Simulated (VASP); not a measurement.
# TiB (I-4m2) in VASP: further runs, part 2 of 2

VASP 6.6.1. Earlier steps stand in the parts before.

## Step 3: Single point, r2SCAN

This run uses another cell than the first one, of the same volume but with other edges.

File POSCAR:

```
TiB
1.0
    0.0000000000      2.3584114851      1.6673969200
    2.3584114851      0.0000000000      1.6673969200
    2.3584114851      2.3584114851      0.0000000000
Ti B
1 1
Direct
    0.7500000000      0.7500000000      0.7500000000
    0.0000000000      0.0000000000      0.0000000000
```

File INCAR.step1:

```
SYSTEM = TiB
ALGO = Normal
EDIFF = 1E-4
ENCUT = 520
GGA = PE
ISMEAR = 0
LASPH = .True.
LCHARG = .False.
LREAL = .False.
LWAVE = .True.
NBANDS = 14
NELM = 80
PREC = Accurate
SIGMA = 0.15
```

File INCAR.step2:

```
SYSTEM = TiB
ALGO = Normal
EDIFF = 1E-6
ENCUT = 520
ISIF = 2
ISMEAR = 0
ISTART = 1
LASPH = .True.
LCHARG = .False.
LMIXTAU = .True.
LREAL = .False.
LWAVE = .False.
METAGGA = R2SCAN
NBANDS = 14
NELM = 80
PREC = Accurate
SIGMA = 0.15
```

File KPOINTS:

```
k-points
0
Gamma
  22 22 22
  0 0 0
```

Potentials or basis: VASP PAW PBE potentials, release 64 (Ti_sv, B).

The run is started by

```sh
$ cat potpaw_PBE.64/Ti_sv/POTCAR potpaw_PBE.64/B/POTCAR > POTCAR
$ cp INCAR.step1 INCAR
$ mpirun -np 1 vasp_std > vasp.out
$ cp INCAR.step2 INCAR
$ mpirun -np 1 vasp_std > vasp.out
```

OUTCAR:

```text
SYSTEM = TiB
   EDIFF = 1E-6
   ENCUT = 520
   ISIF = 2
   ISMEAR = 0
   ISTART = 1
   LASPH = .True.
   LREAL = .False.
   METAGGA = R2SCAN
   NELM = 80
   PREC = Accurate

 ion  position               nearest neighbor table
   1  0.750  0.750  0.750-   2 1.86   2 1.86   2 1.86   2 1.86
   2  0.000  0.000  0.000-   1 1.86   1 1.86   1 1.86   1 1.86

  LATTYP: Found a body centered tetragonal cell.
 ALAT       =     3.3352975079
 C/A-ratio  =     0.9998489886

  Lattice vectors:

 A1 = (   0.0000000000,  -2.3584114851,  -1.6673969200)
 A2 = (   0.0000000000,   2.3584114851,  -1.6673969200)
 A3 = (   2.3584114851,   0.0000000000,   1.6673969200)

Analysis of symmetry for initial positions (statically):
=====================================================================
 Subroutine PRICEL returns:
 Original cell was already a primitive cell.

 Routine SETGRP: Setting up the symmetry group for a
 body centered tetragonal supercell.

 Subroutine GETGRP returns: Found  8 space group operations
 (whereof  8 operations were pure point group operations)
 out of a pool of 16 trial point group operations.

The static configuration has the point symmetry D_2d.

Analysis of symmetry for dynamics (positions and initial velocities):
=====================================================================
 Subroutine PRICEL returns:
 Original cell was already a primitive cell.

 Routine SETGRP: Setting up the symmetry group for a
 body centered tetragonal supercell.

 Subroutine GETGRP returns: Found  8 space group operations
 (whereof  8 operations were pure point group operations)
 out of a pool of 16 trial point group operations.

The dynamic configuration has the point symmetry D_2d.

 Subroutine INISYM returns: Found  8 space group operations
 (whereof  8 operations are pure point group operations),
 and found     1 'primitive' translations

----------------------------------------------------------------------------------------

                                     Primitive cell
[... 116 lines left out ...]
   METAGGA = R2SCAN    functional components
   LHFCALC =     F    Hartree Fock is set to
   AEXX    =    0.0000 exact exchange contribution
   IVDW    =     0    specifies the selected vdW correction
   LEPSILON=     F    determine dielectric tensor
   LRPA    =     F    only Hartree local field effects (RPA)
 non-spin polarized calculation
 Gauss-broadening in eV      SIGMA  =   0.15
  energy-cutoff  :      520.00
  volume of cell :       18.55
 maximum number of plane-waves:       531
 NGX is ok and might be reduce to    24

 number of electron      15.0000002 magnetization

 Free energy of the ion-electron system (eV)
  ---------------------------------------------------
  ext. energy  EPLUGINS =         0.00000000
  ---------------------------------------------------
  free energy    TOTEN  =       -17.01835716 eV

  energy without entropy =      -17.00088159  energy(sigma->0) =      -17.00961938

 E-fermi :   9.9420     XC(G=0): -13.7715

 val. band max:        9.9409921167   @ k =  -0.2727   0.1364   0.0455
 cond. band min:       9.9420233639   @ k =  -0.2727   0.3636   0.1364
 fundamental gap:      0.0010312472
 Fermi energy:         9.9419782219

 k-point     1 :       0.0000    0.0000    0.0000
  band No.  band energies     occupation
      1     -47.7955      2.00000
      2     -22.8855      2.00000
      3     -22.8855      2.00000
      4     -22.7342      2.00000
      5      -0.3814      2.00000
      6       8.2227      2.00000
      7       8.2227      2.00000
      8       8.9998      2.00000
      9      10.9213      0.00000
     10      13.2916      0.00000
     11      20.1577      0.00000
     12      20.1577      0.00000
     13      22.2540      0.00000
     14      23.9653      0.00000
[... 377 lines left out ...]
      1     -47.6663      2.00000
      2     -23.5808      2.00000
      3     -23.1346      2.00000
      4     -22.8189      2.00000
      5       3.1585      2.00000
      6       6.5516      2.00000
      7       7.1158      2.00000
      8       9.8342      1.69037
      9      13.3268      0.00000
     10      14.3672      0.00000
     11      16.1140      0.00000
     12      18.6856      0.00000
     13      19.2098      0.00000
     14      24.8786      0.00000

 [... further k-points ...]
[... 5 lines left out ...]
  --------------------------------------------------------------------------------------
  -------------------------------------------------------------------------------------
  Total       15.6696172     15.6696172      5.8927114      0.0000000     -0.0000000      0.0000000
  in kB     1353.5079632   1353.5079632    508.9997848      0.0000000     -0.0000000      0.0000000
  external PRESSURE =    1072.0052371 kB  Pullay stress =       0.0000000 kB

 VOLUME and BASIS-vectors are now :
 -----------------------------------------------------------------------------
  energy-cutoff  :      520.00
  volume of cell :       18.55
      direct lattice vectors                 reciprocal lattice vectors
     0.000000000  2.358411485  1.667396920    -0.212007109  0.212007109  0.299868612
     2.358411485  0.000000000  1.667396920     0.212007109 -0.212007109  0.299868612
     2.358411485  2.358411485  0.000000000     0.212007109  0.212007109 -0.299868612

 POSITION                                       TOTAL-FORCE (eV/Angst)
 -----------------------------------------------------------------------------------
      3.53762      3.53762      2.50110        -0.000000     -0.000000     -0.000000
      0.00000      0.00000      0.00000         0.000000      0.000000      0.000000
 -----------------------------------------------------------------------------------
    total drift:                               -0.000001     -0.000001      0.000002

  FREE ENERGIE OF THE ION-ELECTRON SYSTEM (eV)
  ---------------------------------------------------
  free  energy   TOTEN  =       -17.0183571635 eV

  energy  without entropy=      -17.0008815923  energy(sigma->0) =      -17.00961938
```

It took 6.4 min on 1 thread of Intel Xeon 6975P-C (Granite Rapids), shared host; peak memory 0.34 GiB.

What came out:

```
Free energy            : -17.0184 eV
Pressure               : 107.2 GPa
Band gap on the k mesh : zero (an odd number of electrons rules out a gap without spin polarisation)
```

Stress tensor (GPa, compression positive):
```
135.35   0.00   0.00
  0.00 135.35   0.00
  0.00   0.00  50.90
```

Caveat: the cell stands under pressure; the PAW data sets were made with another functional, which shifts forces and pressure a little.

## Step 4: Single point, r2SCAN

This run uses another cell than the first one, of the same volume but with other edges.

File POSCAR:

```
TiB
1.0
    0.0000000000      1.8718724363      2.6468276249
    1.8718724363      0.0000000000      2.6468276249
    1.8718724363      1.8718724363      0.0000000000
Ti B
1 1
Direct
    0.7500000000      0.7500000000      0.7500000000
    0.0000000000      0.0000000000      0.0000000000
```

File INCAR.step1:

```
SYSTEM = TiB
PREC = Accurate
ENCUT = 520
ISMEAR = 0
SIGMA = 0.15
LREAL = .False.
LASPH = .True.
NELM = 80
NBANDS = 14
GGA = PE
ALGO = Normal
EDIFF = 1E-4
LWAVE = .True.
LCHARG = .False.
```

File INCAR.step2:

```
SYSTEM = TiB
PREC = Accurate
ENCUT = 520
EDIFF = 1E-7
ISMEAR = 0
SIGMA = 0.15
LREAL = .False.
LASPH = .True.
NELM = 80
ALGO = Normal
ISIF = 2
LWAVE = .False.
LCHARG = .False.
METAGGA = R2SCAN
LMIXTAU = .True.
NBANDS = 14
ISTART = 1
```

File KPOINTS:

```
regular mesh
0
Gamma
  22 22 22
  0 0 0
```

The run is started by

```sh
$ cat potpaw_PBE.64/Ti_sv/POTCAR potpaw_PBE.64/B/POTCAR > POTCAR
$ cp INCAR.step1 INCAR
$ mpirun -np 1 vasp_std > vasp.out
$ cp INCAR.step2 INCAR
$ mpirun -np 1 vasp_std > vasp.out
```

It took 5.5 min on 1 thread of Intel Xeon 6975P-C (Granite Rapids), shared host; peak memory 0.33 GiB.

Results (log left out):

```yaml
Free_energy: -16.3241 eV
Pressure: 111.4 GPa
Band_gap_on_the_k_mesh: zero (an odd number of electrons rules out a gap without spin polarisation)
```

Stress tensor (GPa, compression positive):
```
101.45   0.00   0.00
  0.00 101.45   0.00
  0.00   0.00 131.32
```

Levels at points of the mesh, in eV from the Fermi level:
| k point | band 5 | band 6 | band 7 | band 8 | band 9 | band 10 |
| --- | --- | --- | --- | --- | --- | --- |
| (0.00, 0.00, 0.00) | -10.78 | -3.07 | -1.20 | -1.20 | 0.05 | 4.77 |
| (0.50, 0.00, 0.00) | -7.25 | -4.01 | -2.55 | 0.38 | 2.29 | 3.37 |
| (0.50, 0.50, 0.00) | -6.64 | -5.30 | -1.48 | 2.58 | 2.58 | 3.77 |
| (0.50, 0.00, 0.50) | -5.56 | -5.17 | -1.02 | 0.31 | 2.00 | 2.14 |

Caveat: the cell stands under pressure; the PAW data sets were made with another functional, which shifts forces and pressure a little.

## Step 5: Single point, r2SCAN

This run uses another cell than the first one, of the same volume but with other edges.

File POSCAR:

```
TiB
1.0
    0.0000000000      2.2179567703      1.8852632548
    2.2179567703      0.0000000000      1.8852632548
    2.2179567703      2.2179567703      0.0000000000
Ti B
1 1
Direct
    0.7500000000      0.7500000000      0.7500000000
    0.0000000000      0.0000000000      0.0000000000
```

File INCAR.step1:

```
SYSTEM = TiB
PREC     = Accurate       ! precision mode
ENCUT    = 520            ! plane-wave cutoff, eV
ISMEAR   = 0              ! smearing method
SIGMA    = 0.15           ! smearing width, eV
LREAL    = .FALSE.        ! projectors in reciprocal space
LASPH    = .TRUE.         ! aspherical terms in the spheres
NELM     = 60             ! most SCF steps
NBANDS   = 14             ! bands
GGA      = PE             ! functional
ALGO     = Normal         ! electronic algorithm
EDIFF    = 1E-4           ! SCF threshold, eV
LWAVE    = .TRUE.         ! write WAVECAR
LCHARG   = .FALSE.        ! write CHGCAR
```

File INCAR.step2:

```
SYSTEM = TiB
PREC     = Accurate       ! precision mode
ENCUT    = 520            ! plane-wave cutoff, eV
EDIFF    = 1E-7           ! SCF threshold, eV
ISMEAR   = 0              ! smearing method
SIGMA    = 0.15           ! smearing width, eV
LREAL    = .FALSE.        ! projectors in reciprocal space
LASPH    = .TRUE.         ! aspherical terms in the spheres
NELM     = 60             ! most SCF steps
ALGO     = Normal         ! electronic algorithm
ISIF     = 2              ! what is computed and relaxed
LWAVE    = .FALSE.        ! write WAVECAR
LCHARG   = .FALSE.        ! write CHGCAR
METAGGA  = R2SCAN         ! meta-GGA
LMIXTAU  = .TRUE.       
NBANDS   = 14             ! bands
ISTART   = 1
```

File KPOINTS:

```
Automatic mesh
0
G
  22 22 22
  0 0 0
```

Potentials or basis: VASP PAW PBE potentials, release 64 (Ti_sv, B).

The run is started by

```sh
$ cat potpaw_PBE.64/Ti_sv/POTCAR potpaw_PBE.64/B/POTCAR > POTCAR
$ cp INCAR.step1 INCAR
$ mpirun -np 1 vasp_std > vasp.out
$ cp INCAR.step2 INCAR
$ mpirun -np 1 vasp_std > vasp.out
```

OUTCAR:

```text
SYSTEM = TiB
   PREC = Accurate
   ENCUT = 520
   EDIFF = 1E-7
   ISMEAR = 0
   LREAL = .FALSE.
   LASPH = .TRUE.
   NELM = 60
   ISIF = 2
   METAGGA = R2SCAN
   ISTART = 1

 ion  position               nearest neighbor table
   1  0.750  0.750  0.750-   2 1.83   2 1.83   2 1.83   2 1.83
   2  0.000  0.000  0.000-   1 1.83   1 1.83   1 1.83   1 1.83

  LATTYP: Found a body centered tetragonal cell.
 ALAT       =     3.1366645453
 C/A-ratio  =     1.2020815280

  Lattice vectors:

 A1 = (   0.0000000000,  -2.2179567703,  -1.8852632548)
 A2 = (   0.0000000000,   2.2179567703,  -1.8852632548)
 A3 = (   2.2179567703,   0.0000000000,   1.8852632548)

Analysis of symmetry for initial positions (statically):
=====================================================================
 Subroutine PRICEL returns:
 Original cell was already a primitive cell.

 Routine SETGRP: Setting up the symmetry group for a
 body centered tetragonal supercell.

 Subroutine GETGRP returns: Found  8 space group operations
 (whereof  8 operations were pure point group operations)
 out of a pool of 16 trial point group operations.

The static configuration has the point symmetry D_2d.

Analysis of symmetry for dynamics (positions and initial velocities):
=====================================================================
 Subroutine PRICEL returns:
 Original cell was already a primitive cell.

 Routine SETGRP: Setting up the symmetry group for a
 body centered tetragonal supercell.

 Subroutine GETGRP returns: Found  8 space group operations
 (whereof  8 operations were pure point group operations)
 out of a pool of 16 trial point group operations.

The dynamic configuration has the point symmetry D_2d.

 Subroutine INISYM returns: Found  8 space group operations
 (whereof  8 operations are pure point group operations),
 and found     1 'primitive' translations

----------------------------------------------------------------------------------------

                                     Primitive cell
[... 116 lines left out ...]
   METAGGA = R2SCAN    functional components
   LHFCALC =     F    Hartree Fock is set to
   AEXX    =    0.0000 exact exchange contribution
   IVDW    =     0    specifies the selected vdW correction
   LEPSILON=     F    determine dielectric tensor
   LRPA    =     F    only Hartree local field effects (RPA)
 non-spin polarized calculation
 Gauss-broadening in eV      SIGMA  =   0.15
  energy-cutoff  :      520.00
  volume of cell :       18.55
 maximum number of plane-waves:       512
 NGX is ok and might be reduce to    24

 number of electron      14.9999996 magnetization

 Free energy of the ion-electron system (eV)
  ---------------------------------------------------
  ext. energy  EPLUGINS =         0.00000000
  ---------------------------------------------------
  free energy    TOTEN  =       -16.06596294 eV

  energy without entropy =      -16.05619141  energy(sigma->0) =      -16.06107718

 E-fermi :   9.5440     XC(G=0): -13.7073

 val. band max:        9.5419780079   @ k =  -0.2273   0.0455   0.2727
 cond. band min:       9.5454293909   @ k =  -0.4091   0.2727   0.1364
 fundamental gap:      0.0034513830
 Fermi energy:         9.5439542511

 k-point     1 :       0.0000    0.0000    0.0000
  band No.  band energies     occupation
      1     -47.7606      2.00000
      2     -22.8570      2.00000
      3     -22.8570      2.00000
      4     -22.7490      2.00000
      5      -0.2679      2.00000
      6       7.3483      2.00000
      7       7.3483      2.00000
      8       7.8431      2.00000
      9      11.9602      0.00000
     10      13.5795      0.00000
     11      21.6604      0.00000
     12      21.6604      0.00000
     13      22.5976      0.00000
     14      23.4049      0.00000
[... 377 lines left out ...]
      1     -47.6338      2.00000
      2     -23.6265      2.00000
      3     -23.0556      2.00000
      4     -22.8496      2.00000
      5       3.1888      2.00000
      6       6.5984      2.00000
      7       7.4358      2.00000
      8       9.0095      2.00000
      9      13.3147      0.00000
     10      14.0406      0.00000
     11      15.8643      0.00000
     12      19.4365      0.00000
     13      19.8007      0.00000
     14      23.3312      0.00000

 [... further k-points ...]
[... 5 lines left out ...]
  --------------------------------------------------------------------------------------
  -------------------------------------------------------------------------------------
  Total       15.5345292     15.5345292     10.0155791      0.0000000      0.0000000      0.0000000
  in kB     1341.8393583   1341.8393583    865.1242660      0.0000000      0.0000000      0.0000000
  external PRESSURE =    1182.9343275 kB  Pullay stress =       0.0000000 kB

 VOLUME and BASIS-vectors are now :
 -----------------------------------------------------------------------------
  energy-cutoff  :      520.00
  volume of cell :       18.55
      direct lattice vectors                 reciprocal lattice vectors
     0.000000000  2.217956770  1.885263255    -0.225432708  0.225432708  0.265214950
     2.217956770  0.000000000  1.885263255     0.225432708 -0.225432708  0.265214950
     2.217956770  2.217956770  0.000000000     0.225432708  0.225432708 -0.265214950

 POSITION                                       TOTAL-FORCE (eV/Angst)
 -----------------------------------------------------------------------------------
      3.32694      3.32694      2.82789        -0.000000     -0.000000      0.000000
      0.00000      0.00000      0.00000         0.000000      0.000000      0.000000
 -----------------------------------------------------------------------------------
    total drift:                                0.000000      0.000000      0.000001

  FREE ENERGIE OF THE ION-ELECTRON SYSTEM (eV)
  ---------------------------------------------------
  free  energy   TOTEN  =       -16.0659629388 eV

  energy  without entropy=      -16.0561914142  energy(sigma->0) =      -16.06107718
```

OUTCAR.step1:

```text
SYSTEM = TiB
   PREC = Accurate
   ENCUT = 520
   ISMEAR = 0
   LREAL = .FALSE.
   LASPH = .TRUE.
[... 631 lines left out ...]
      3.32694      3.32694      2.82789        -0.000000     -0.000000     -0.000000
      0.00000      0.00000      0.00000         0.000000      0.000000      0.000000
 -----------------------------------------------------------------------------------
    total drift:                               -0.000002     -0.000002     -0.000002

  FREE ENERGIE OF THE ION-ELECTRON SYSTEM (eV)
  ---------------------------------------------------
  free  energy   TOTEN  =       -10.3129961795 eV

  energy  without entropy=      -10.3025941740  energy(sigma->0) =      -10.30779518
```

Run time: 5.6 min. Hardware: 1 thread of Intel Xeon 6975P-C (Granite Rapids), shared host; peak memory 0.33 GiB.

What came out:

```yaml
Free_energy: -16.0660 eV
Pressure: 118.3 GPa
Band_gap_on_the_k_mesh: zero (an odd number of electrons rules out a gap without spin polarisation)
```

Levels at points of the mesh, in eV from the Fermi level:
```
           k point  band 6  band 7  band 8  band 9  band 10  band 11
(0.00, 0.00, 0.00)   -2.20   -2.20   -1.70    2.42     4.04    12.12
(0.50, 0.00, 0.00)   -2.94   -2.17   -0.50    3.79     4.69     6.31
(0.50, 0.50, 0.00)   -4.95    1.14    1.14    2.92     4.96     6.00
(0.50, 0.00, 0.50)   -4.81    0.27    1.21    2.47     4.32     5.60
```

Caveat: the cell stands under pressure; the PAW data sets were made with another functional, which shifts forces and pressure a little.

## Step 6: Summary

```csv
cell,gap on the mesh (eV),pressure (GPa)
"a = 3.309, b = 3.309, c = 2.596 Å, angles 66.9, 66.9, 46.2°, 2 atoms",none,107.2
"a = 2.888, b = 2.888, c = 3.335 Å, angles 54.7, 54.7, 70.5°, 2 atoms",none,107.2
"a = 3.242, b = 3.242, c = 2.647 Å, angles 65.9, 65.9, 48.2°, 2 atoms",none,111.4
"a = 2.911, b = 2.911, c = 3.137 Å, angles 57.4, 57.4, 65.2°, 2 atoms",none,118.3
```

Alike in all rows: task single point; level r2SCAN; potentials or basis VASP PAW PBE potentials, release 64 (Ti_sv, B); no spin polarisation; k mesh 22 × 22 × 22; cutoff (eV) 520; smearing gaussian 0.15 eV.

Caveats: the cell stands under pressure; the PAW data sets were made with another functional, which shifts forces and pressure a little.

Absolute energies hang on the potentials; compare differences alone.
